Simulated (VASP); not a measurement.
# H20CO12 in VASP: further runs

H20CO12 is run at these levels: PBE; tasks: single point.

Everything below comes from runs of VASP 6.6.1. Logs are shortened: lines on timing, memory, paths and dates and some standing lists are left out, and cuts for length are marked.

## (1) The cell of the first run

The cell holds a disordered packing, 33 atoms: a = 7.153 Å, b = 7.153 Å, c = 7.153 Å, α = 90.00°, β = 90.00°, γ = 90.00°.

## (2) Single point, PBE

INCAR reads:

```
PREC = Accurate
ENCUT = 520
EDIFF = 1E-6
ISMEAR = -1
SIGMA = 0.02
LREAL = Auto
LASPH = True
NELM = 120
ALGO = Normal
ISIF = 2
LWAVE = False
LCHARG = False
GGA = PE
NBANDS = 70
GGA_COMPAT = False
```

KPOINTS reads:

```
regular mesh
0
Gamma
  1 1 1
```

POSCAR reads:

```
H20CO12
1.0
    7.1530900000      0.0000000000      0.0000000000
    0.0000000000      7.1530900000      0.0000000000
    0.0000000000      0.0000000000      7.1530900000
O H C
12 20 1
Direct
    0.3323039414      0.0762188089      0.4981064128
    0.9142482480      0.5813152078      0.0135046532
    0.7766014408      0.4870762146      0.3611865641
    1.0382785621      0.8203867140      0.3328072204
    0.4487011907      0.3087616680      0.1846894139
    0.4061461550      0.5255630783      0.7997942148
    0.3594390676      0.0607010397      0.8896434967
    0.3998971074      0.7679478379      0.1761196909
    0.8135365276      0.7936010871      0.6662155796
    0.1030883157      0.3876366717      0.6435820044
    0.7980467183      0.0154618494      1.0425704136
    0.7944119255      0.2007104622      0.7781671977
    0.3916768837     -0.0307000192      0.4495539690
    0.3660096546      0.1883661467      0.4181968911
    0.9755923664      0.4764793956     -0.0485105039
    0.8387703776      0.5165879361      0.1178232065
    0.6489642938      0.4506304269      0.3775571117
    0.7934333274      0.6114700081      0.4313380651
    1.0839651116      0.9425996318      0.3592433480
    0.9567613437      0.8180520586      0.2249377542
    0.4026651419      0.2255808329      0.0895696825
    0.4209649256      0.4396561486      0.1538495951
    0.2856248139      0.4751233383      0.7565821205
    0.5151759589      0.4836511214      0.7293910743
    0.3970032531     -0.0407096793      0.9606477760
    0.3755439957      0.0372007063      0.7539818456
    0.4148556778      0.7128667471      0.0467070874
    0.2723158803      0.7337108858      0.2023880589
    0.9144579475      0.8122224102      0.5751081001
    0.8686595583      0.7346195840      0.7761401017
   -0.0005591989      0.3791787885      0.5580944739
    0.1484253658      0.2626137795      0.6656284207
    0.7928881085      0.1060241099      0.9078454207
```

Potentials or basis: VASP PAW PBE potentials, release 64 (O, H, C).

On the command line:

```console
> cat potpaw_PBE.64/O/POTCAR potpaw_PBE.64/H/POTCAR potpaw_PBE.64/C/POTCAR > POTCAR
> mpirun -np 1 vasp_gam > vasp.out
```

OUTCAR:

```text
PREC = Accurate
   ENCUT = 520
   EDIFF = 1E-6
   ISMEAR = -1
   LREAL = Auto
   LASPH = True
   NELM = 120
   ISIF = 2
   GGA = PE

 ion  position               nearest neighbor table
   1  0.332  0.076  0.498-  13 0.94  14 1.01
   2  0.914  0.581  0.014-  15 0.98  16 1.03
   3  0.777  0.487  0.361-  17 0.96  18 1.03
   4  0.038  0.820  0.333-  19 0.95  20 0.97
   5  0.449  0.309  0.185-  21 0.96  22 0.98
   6  0.406  0.526  0.800-  24 0.98  23 0.98
   7  0.359  0.061  0.890-  25 0.93  26 0.99
   8  0.400  0.768  0.176-  28 0.96  27 1.01
   9  0.814  0.794  0.666-  30 0.98  29 0.98
  10  0.103  0.388  0.644-  31 0.96  32 0.96
  11  0.798  0.015  0.043-  33 1.16
  12  0.794  0.201  0.778-  33 1.15
  13  0.392  0.969  0.450-   1 0.94
  14  0.366  0.188  0.418-   1 1.01
  15  0.976  0.476  0.951-   2 0.98
  16  0.839  0.517  0.118-   2 1.03
[... 14 lines left out ...]
  31  0.999  0.379  0.558-  10 0.96
  32  0.148  0.263  0.666-  10 0.96
  33  0.793  0.106  0.908-  12 1.15  11 1.16

  LATTYP: Found a simple cubic cell.
 ALAT       =     7.1530900000

  Lattice vectors:

 A1 = (   7.1530900000,   0.0000000000,   0.0000000000)
 A2 = (   0.0000000000,   7.1530900000,   0.0000000000)
 A3 = (   0.0000000000,   0.0000000000,   7.1530900000)

Analysis of symmetry for initial positions (statically):
=====================================================================
 Subroutine PRICEL returns:
 Original cell was already a primitive cell.

 Routine SETGRP: Setting up the symmetry group for a
 simple cubic supercell.

 Subroutine GETGRP returns: Found  1 space group operations
 (whereof  1 operations were pure point group operations)
 out of a pool of 48 trial point group operations.

The static configuration has the point symmetry C_1 .

Analysis of symmetry for dynamics (positions and initial velocities):
=====================================================================
 Subroutine PRICEL returns:
 Original cell was already a primitive cell.

 Routine SETGRP: Setting up the symmetry group for a
 simple cubic supercell.

 Subroutine GETGRP returns: Found  1 space group operations
 (whereof  1 operations were pure point group operations)
 out of a pool of 48 trial point group operations.

[... 137 lines left out ...]
   NELM   =    120;   NELMIN=  2; NELMDL= -5     # of ELM steps
   EDIFF  = 0.1E-05   stopping-criterion for ELM
   LREAL  =      T    real-space projection
   EDIFFG = 0.1E-04   stopping-criterion for IOM
   NSW    =      0    number of steps for IOM
   IBRION =     -1    ionic relax: 0-MD 1-quasi-New 2-CG
   NFREE  =      0    steps in history (QN), initial steepest desc. (CG)
   ISIF   =      2    stress and relaxation
   ISYM   =      2    0-nonsym 1-usesym 2-fastsym
   POTIM  = 0.5000    time-step for ionic-motion
   TEBEG  =    0.0;   TEEND  =   0.0 temperature during run
   PSTRESS=    0.0 pullay stress
   NELECT =      96.0000    total number of electrons
   NUPDOWN=      -1.0000    fix difference up-down
   EMIN   =  10.00;   EMAX   =-10.00  energy-range for DOS
   EFERMI =   0.00;   METHOD = LEGACY
   ISMEAR =    -1;   SIGMA  =   0.02  broadening in eV -4-tet -1-fermi 0-gaus
   EFERMI_NEDOS =   21; number of points for ismear=-14 and -15
   IALGO  =     38    algorithm
   IMIX   =      4    mixing-type and parameters
     AMIX     =   0.40;   BMIX     =  1.00
     AMIX_MAG =   1.60;   BMIX_MAG =  1.00
  volume/ion in A,a.u.               =      11.09        74.85
  Fermi-wavevector in a.u.,A,eV,Ry     =   1.047944  1.980328 14.941746  1.098187
  Thomas-Fermi vector in A             =   2.182846
   LORBIT       =      0    0 simple, 1 ext, 2 COOP (PROOUT), +10 PAW based schemes
   GGA     = PE    functional components
   LHFCALC =     F    Hartree Fock is set to
   AEXX    =    0.0000 exact exchange contribution
   IVDW    =     0    specifies the selected vdW correction
   LEPSILON=     F    determine dielectric tensor
   LRPA    =     F    only Hartree local field effects (RPA)
 non-spin polarized calculation
  energy-cutoff  :      520.00
  volume of cell :      366.00
 maximum number of plane-waves:      4898
 NGX is ok and might be reduce to    54
   NGX = 27   NGY = 27   NGZ = 27

 number of electron      95.9999990 magnetization

 Free energy of the ion-electron system (eV)
  ---------------------------------------------------
  ext. energy  EPLUGINS =         0.00000000
  ---------------------------------------------------
  free energy    TOTEN  =      -168.00489370 eV

  energy without entropy =     -168.00489370  energy(sigma->0) =     -168.00489370

 E-fermi :  -3.1560     XC(G=0):  -6.7201

 val. band max:       -3.6360105900   @ k =   0.0000   0.0000   0.0000
 cond. band min:       0.9043366454   @ k =   0.0000   0.0000   0.0000
 fundamental gap:      4.5403472354
 Fermi energy:        -3.1559522875

 k-point     1 :       0.0000    0.0000    0.0000
  band No.  band energies     occupation
      1     -25.9643      2.00000
      2     -24.9369      2.00000
      3     -22.7363      2.00000
      4     -22.5995      2.00000
      5     -22.4621      2.00000
      6     -22.2542      2.00000
[... 52 lines left out ...]
     59       5.6324      0.00000
     60       5.8251      0.00000
 [bands above 60 left out]

------------------------ aborting loop because EDIFF is reached ----------------------------------------

  FORCE on cell =-STRESS in cart. coord.  units (eV):
  Direction    XX          YY          ZZ          XY          YZ          ZX
  --------------------------------------------------------------------------------------
  -------------------------------------------------------------------------------------
  Total        3.1184023      4.5966892      0.7768058     -0.3165589     -3.4635967      1.0134417
  in kB       13.6509116     20.1221625      3.4004937     -1.3857473    -15.1620118      4.4363754
  external PRESSURE =      12.3911893 kB  Pullay stress =       0.0000000 kB

 VOLUME and BASIS-vectors are now :
 -----------------------------------------------------------------------------
  energy-cutoff  :      520.00
  volume of cell :      366.00
      direct lattice vectors                 reciprocal lattice vectors
     7.153090000  0.000000000  0.000000000     0.139799723  0.000000000  0.000000000
     0.000000000  7.153090000  0.000000000     0.000000000  0.139799723  0.000000000
     0.000000000  0.000000000  7.153090000     0.000000000  0.000000000  0.139799723

 POSITION                                       TOTAL-FORCE (eV/Angst)
 -----------------------------------------------------------------------------------
      2.37700      0.54520      3.56300        -0.938263      2.260542      0.394149
      6.53970      4.15820      0.09660        -0.725053     -0.942700      0.862938
      5.55510      3.48410      2.58360         1.300690      1.675951      0.846980
      0.27381      5.86830      2.38060        -0.063647     -1.477716      0.558880
      3.20960      2.20860      1.32110         0.359040      0.857928      1.639890
      2.90520      3.75940      5.72100         0.461694      0.736385      0.913749
[... 25 lines left out ...]
      1.06170      1.87850      4.76130        -0.076856     -0.651325     -0.161092
      5.67160      0.75840      6.49390         0.032453     -0.768739      0.942612
 -----------------------------------------------------------------------------------
    total drift:                               -0.001055      0.004594      0.002415

  FREE ENERGIE OF THE ION-ELECTRON SYSTEM (eV)
  ---------------------------------------------------
  free  energy   TOTEN  =      -168.0048936985 eV

  energy  without entropy=     -168.0048936985  energy(sigma->0) =     -168.00489370
```

OSZICAR:

```text
N       E                     dE             d eps       ncg     rms          rms(c)
DAV:   1     0.802430038974E+03    0.80243E+03   -0.52587E+04   148   0.126E+03
DAV:   2    -0.105490982233E+03   -0.90792E+03   -0.87704E+03   178   0.316E+02
DAV:   3    -0.184146475383E+03   -0.78655E+02   -0.78035E+02   168   0.990E+01
DAV:   4    -0.185402315739E+03   -0.12558E+01   -0.12508E+01   176   0.139E+01
DAV:   5    -0.185421159058E+03   -0.18843E-01   -0.18836E-01   168   0.166E+00    0.260E+01
DAV:   6    -0.168470855574E+03    0.16950E+02   -0.57012E+01   168   0.281E+01    0.101E+01
DAV:   7    -0.168195797756E+03    0.27506E+00   -0.25741E+00   160   0.546E+00    0.633E+00
DAV:   8    -0.168009292831E+03    0.18650E+00   -0.57820E-01   168   0.334E+00    0.853E-01
DAV:   9    -0.167999810940E+03    0.94819E-02   -0.56342E-02   176   0.101E+00    0.359E-01
DAV:  10    -0.168004178585E+03   -0.43676E-02   -0.15915E-02   160   0.536E-01    0.159E-01
DAV:  11    -0.168004790959E+03   -0.61237E-03   -0.14511E-03   152   0.182E-01    0.663E-02
DAV:  12    -0.168004913165E+03   -0.12221E-03   -0.42668E-04   160   0.102E-01    0.227E-02
DAV:  13    -0.168004900309E+03    0.12856E-04   -0.49108E-05   168   0.404E-02    0.971E-03
DAV:  14    -0.168004895565E+03    0.47433E-05   -0.10973E-05   160   0.154E-02    0.619E-03
DAV:  15    -0.168004893890E+03    0.16750E-05   -0.47007E-06   152   0.142E-02    0.301E-03
DAV:  16    -0.168004893698E+03    0.19182E-06   -0.14361E-06   136   0.643E-03
   1 F= -.16800489E+03 E0= -.16800489E+03  d E =-.376510E-10
```

Run time: 70 s. Hardware: 1 thread of Intel Xeon 8259CL, shared host; peak memory 0.35 GiB.

Results:

| Item | Value |
| --- | --- |
| Free energy | -168.0049 eV |
| Pressure | 1.2 GPa |
| Largest force | 3.034 eV/Å |
| Band gap on the k mesh | 4.54 eV |

Forces on the atoms (eV/Å):
```
O   -0.938  2.261  0.394
O   -0.725 -0.943  0.863
O    1.301  1.676  0.847
O   -0.064 -1.478  0.559
O    0.359  0.858  1.640
O    0.462  0.736  0.914
O   -0.870  2.376 -1.674
O    0.870 -0.736 -1.771
O   -0.104  0.030 -0.334
O    0.465  0.373  0.491
O   -0.052 -0.909  1.335
O   -0.273  1.644 -2.190
H    1.007 -1.248 -0.992
H   -0.016 -1.184  0.214
H    0.074  0.172 -0.223
H    0.793  0.993 -0.780
H   -0.834 -0.274  0.003
H   -0.443 -1.632 -0.694
H    0.318  1.250 -0.096
H   -0.091  0.345 -0.411
H   -0.316 -0.132 -1.158
H   -0.068 -0.670 -0.320
H    0.524  0.124 -0.655
H   -0.637 -0.112  0.061
H    0.678 -2.343  1.350
H    0.024  0.113  0.498
H    0.196  0.238  0.973
H   -1.072  0.121  0.544
H    0.062  0.026  0.057
H    0.010 -0.306  0.228
H   -0.595  0.048 -0.454
H   -0.077 -0.651 -0.161
C    0.032 -0.769  0.943
```

Stress tensor (GPa, compression positive):
```
 1.37 -0.14  0.44
-0.14  2.01 -1.52
 0.44 -1.52  0.34
```

Caveat: the k points lie up to 0.88 Å⁻¹ apart.

## (3) Single point, PBE

INCAR reads:

```
SYSTEM = H20CO12
PREC = Accurate ; ENCUT = 520
EDIFF = 1E-6 ; ISMEAR = -1
SIGMA = 0.02 ; LREAL = Auto
LASPH = .True. ; NELM = 120
ALGO = Normal ; ISIF = 2
LWAVE = .False. ; LCHARG = .False.
GGA = PE ; NBANDS = 70
GGA_COMPAT = .False.
```

KPOINTS reads:

```
Automatic mesh
0
Gamma
  1 1 1
  0 0 0
```

POSCAR reads:

```
H20CO12
1.0
    7.1530900000      0.0000000000      0.0000000000
    0.0000000000      7.1530900000      0.0000000000
    0.0000000000      0.0000000000      7.1530900000
O H C
12 20 1
Direct
    0.3178766100      0.0616656578      0.4827983431
    0.8714974927      0.6110645889      0.0130293342
    0.7855905630      0.4694754295      0.3670861124
    1.0323370739      0.8712458532      0.3463957534
    0.4434866610      0.3213436431      0.2143269552
    0.4371956735      0.5535929228      0.7957540028
    0.3187573482      0.1032001555      0.9051472860
    0.3649891166      0.7259799611      0.1123430573
    0.7893232156      0.7815084111      0.6861510200
    0.0946723724      0.3666107934      0.6817333488
    0.7976972190      0.0510268989      1.0527058935
    0.6767005588      0.1508578810      0.7680317178
    0.3523791816     -0.0505795398      0.4025393222
    0.3588379288      0.1759659112      0.4041330390
    0.9564957242      0.5135403022     -0.0197676808
    0.7956002231      0.5602334096      0.1201718418
    0.6958531208      0.3706649853      0.3514565034
    0.7272521386      0.5473298952      0.4523080235
    1.1101076598      0.9791292994      0.3817371234
    0.9632340709      0.9050913661      0.2354227334
    0.4264310948      0.2702887843      0.0867177681
    0.4369300540      0.4566418149      0.1928537178
    0.3204069850      0.5173009147      0.7334592463
    0.5208238677      0.5854253197      0.6952100421
    0.3267399124     -0.0099537403      0.9778990618
    0.3878743312      0.0857251901      0.7845840050
    0.4066773940      0.7017526691     -0.0213893576
    0.2337870766      0.7210869708      0.1325860572
    0.8664786826      0.8363937823      0.5913108880
    0.8726718104      0.7285662560      0.7855206631
    0.0039143922      0.3982894106      0.5785331933
    0.0923097570      0.2249097942      0.6839701444
    0.7384221364      0.0915967785      0.9086562590
```

Potentials or basis: VASP PAW PBE potentials, release 64 (O, H, C).

On the command line:

```console
> cat potpaw_PBE.64/O/POTCAR potpaw_PBE.64/H/POTCAR potpaw_PBE.64/C/POTCAR > POTCAR
> mpirun -np 1 vasp_gam > vasp.out
```

Run time: 68 s. Hardware: 1 thread of Intel Xeon 8259CL, shared host; peak memory 0.35 GiB.

Results (log left out):

| Item | Value |
| --- | --- |
| Free energy | -168.1636 eV |
| Pressure | 0.4 GPa |
| Largest force | 3.098 eV/Å |
| Band gap on the k mesh | 4.60 eV |

Forces on the atoms (eV/Å):
```
O    0.813  0.030 -1.688
O   -0.823  0.313  0.739
O    1.567 -1.361 -1.484
O   -0.108 -0.387  0.300
O    0.248  0.095 -0.145
O   -0.373  0.016 -0.057
O    0.212  0.764 -0.887
O    2.057  0.498 -0.216
O   -0.126 -0.787  0.998
O   -1.053 -1.088 -0.913
O    0.946 -0.911  2.226
O    0.295 -0.068  0.020
H   -0.004  1.379  0.943
H   -0.358 -1.322  0.587
H    0.584 -0.871 -0.226
H    0.844  0.441 -0.521
H   -0.592 -0.876 -0.402
H   -0.903  2.178  2.009
H   -0.054  0.141  0.096
H   -0.270  0.097 -0.259
H   -0.278 -0.297  0.126
H   -0.262  0.251  0.097
H   -0.228 -0.363  0.135
H    0.623  0.378 -0.129
H    0.159 -0.801  0.144
H   -0.647 -0.091  0.937
H   -0.904 -0.477  0.731
H   -1.338 -0.143 -0.175
H    0.723  0.273 -0.896
H   -0.870  0.199 -0.501
H    0.722 -0.173  0.783
H    0.371  1.663  0.093
C   -0.972  1.300 -2.466
```

Stress tensor (GPa, compression positive):
```
 1.53 -0.42  0.09
-0.42  0.08  0.25
 0.09  0.25 -0.34
```

Levels at points of the mesh, in eV from the valence-band top:
```
           k point  band 46  band 47  band 48  band 49  band 50  band 51
(0.00, 0.00, 0.00)    -0.25    -0.06     0.00     4.60     6.54     6.60
```

Caveat: the k points lie up to 0.88 Å⁻¹ apart.

## (4) Single point, PBE

INCAR reads:

```
SYSTEM = H20CO12
  PREC = Accurate
  ENCUT = 520
  EDIFF = 1E-6
  ISMEAR = -1
  SIGMA = 0.02
  LREAL = Auto
  LASPH = .True.
  NELM = 120
  ALGO = Normal
  ISIF = 2
  LWAVE = .False.
  LCHARG = .False.
  GGA = PE
  NBANDS = 70
  GGA_COMPAT = .False.
```

KPOINTS is that of step 3.

POSCAR reads:

```
H20CO12
1.0
    7.1530900000      0.0000000000      0.0000000000
    0.0000000000      7.1530900000      0.0000000000
    0.0000000000      0.0000000000      7.1530900000
O H C
12 20 1
Direct
    0.3652267761      0.0938056141      0.4967503554
    0.9189874586      0.6345229824      0.0316786172
    0.7598953739      0.4176936121      0.4056708360
    1.0335253716      0.8863022833      0.3244891369
    0.4052374568      0.3896358077      0.2491650462
    0.4450384379      0.5554522591      0.7865272211
    0.2550645945      0.1355917513      0.9226362313
    0.3093628068      0.7408266917      0.1347809129
    0.7587909561      0.7881069580      0.6448262220
    0.0799934015      0.4614089855      0.6621194477
    0.7993608357      0.0673415265      1.0277656230
    0.6677953164      0.1738269755      0.7477887179
    0.4898722091      0.0352854501      0.5286246923
    0.3945847179      0.1912460210      0.4075721122
    0.9844976087      0.5359501977     -0.0390181027
    0.8631514492      0.5800570103      0.1361928901
    0.6664672191      0.3758096151      0.3178486500
    0.6974887776      0.4602486478      0.5051243588
    1.1284214235      0.9682668609      0.3779765109
    0.9987571805      0.9537276897      0.2165497708
    0.3446202970      0.3349181962      0.1428193969
    0.3956751558      0.5306937282      0.2240709959
    0.3414748032      0.5361319374      0.7015150096
    0.5360760175      0.6418345079      0.7303137525
    0.2549946946      0.0026841547      0.9659601655
    0.3069722316      0.1086803046      0.7975853792
    0.3077830700      0.6895341733      0.0123862555
    0.1858637316      0.7370940391      0.1866046701
    0.8304802540      0.7676262986      0.5309733276
    0.8241613065      0.7179274971      0.7361853409
   -0.0108484585      0.4328339221      0.5587095926
    0.1434345157      0.3472625117      0.6597148924
    0.7316837898      0.1259455704      0.8875744608
```

On the command line:

```console
> cat potpaw_PBE.64/O/POTCAR potpaw_PBE.64/H/POTCAR potpaw_PBE.64/C/POTCAR > POTCAR
> mpirun -np 1 vasp_gam > vasp.out
```

It took 76 s on 1 thread of Intel Xeon 8259CL, shared host; peak memory 0.37 GiB.

The run converged. Its results:

* Free energy: -167.9284 eV
* Pressure: 2.2 GPa
* Largest force: 5.301 eV/Å
* Band gap on the k mesh: 4.76 eV

Forces in eV/Å, atoms in the order of the input:
```
O    0.928 -1.426  0.968
O    1.262  0.622 -2.494
O    3.552 -1.364 -3.691
O    0.212 -0.492  1.414
O    0.492  1.193  0.449
O    0.423  0.214  0.589
O    0.273 -1.553 -0.322
O    1.767  0.442  0.665
O   -0.926  0.340 -0.837
O   -1.817  1.221 -0.988
O   -0.571  0.710 -0.812
O   -0.814  0.961 -1.655
H   -1.411  0.605 -0.428
H    0.126  0.827 -0.407
H   -0.357  0.222  0.273
H   -0.949 -1.100  1.902
H   -0.722 -0.253 -0.414
H   -2.790  1.749  4.106
H    0.454 -0.083  0.546
H   -0.945  0.641 -1.449
H   -0.264 -0.560 -0.953
H   -0.152 -0.915  0.207
H   -0.236  0.279 -0.435
H   -0.284 -0.031 -0.177
H   -0.161  0.856  0.484
H   -0.057  0.762 -0.041
H    0.102 -0.731 -1.518
H   -1.289  0.196  0.431
H    0.140  0.331 -0.364
H    0.828 -0.635  1.392
H    0.317  0.654  0.484
H    1.389 -2.151  0.462
C    1.481 -1.535  2.614
```

Stress tensor (GPa, compression positive):
```
 1.81 -0.49 -0.41
-0.49  1.06 -0.18
-0.41 -0.18  3.87
```

Levels at points of the mesh, in eV from the valence-band top:
```csv
k point,band 45,band 46,band 47,band 48,band 49,band 50,band 51,band 52
"(0.00, 0.00, 0.00)",-0.24,-0.20,-0.11,0.00,4.76,6.55,6.69,7.62
```

Caveat: the k points lie up to 0.88 Å⁻¹ apart.

## (5) Overview

```csv
cell,gap on the mesh (eV),pressure (GPa),largest force (eV/Å)
"as given, atomic positions A",4.54,1.2,3.03
"as given, atomic positions B",4.60,0.4,3.10
"as given, atomic positions C",4.76,2.2,5.30
```

Alike in all rows: task single point; level PBE; potentials or basis VASP PAW PBE potentials, release 64 (O, H, C); no spin polarisation; k mesh 1 × 1 × 1; cutoff (eV) 520; smearing fermi-dirac 0.02 eV.

Caveats: all runs use coarse meshes.

Total energies depend on the potentials used, so only differences within one code and one set of settings carry meaning.
